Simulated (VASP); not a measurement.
PbS, 2 atoms in the cell. Symmetry: R-3m, No. 166, trigonal system. Conventional cell: a = 4.235 Å, b = 4.235 Å, c = 10.066 Å, α = 90.00°, β = 90.00°, γ = 120.00°. Pb (site symmetry -3m) has 6 S at 2.97 Å within 3.9 Å. S (site symmetry -3m) has 6 Pb at 2.97 Å within 3.9 Å.  This cell differs from its parent crystal: equal xy, yz and zx shear strains of -2 %.

```yaml
Program: VASP 6.6.1
Task: electric field gradients
Functional: PBE
Potentials_or_basis: VASP PAW PBE potentials, release 64 (Pb_d, S)
Cutoff: 520 eV
k_mesh: 8 × 8 × 8
Occupations: fermi-dirac, width 0.01 eV
Spin: no spin polarisation
Dipole_correction: no
Further_INCAR_settings: ALGO = Normal; EDIFF = 1e-08; NBANDS = 17
```

Potentials or basis: VASP PAW PBE potentials, release 64 (Pb_d, S).

The run is started by

```console
$ cat potpaw_PBE.64/Pb_d/POTCAR potpaw_PBE.64/S/POTCAR > POTCAR
$ mpirun -np 1 vasp_std > vasp.out
```

Hardware: 1 thread of Intel(R) Xeon(R) 6975P-C (Granite Rapids), with other jobs on the host.

Q: How long does it take, and how much memory?

A: It took 22 s on 1 thread of Intel(R) Xeon(R) 6975P-C (Granite Rapids), with other jobs on the host, peak memory 0.2 GiB. Counts: scf iterations 17, k points 65.
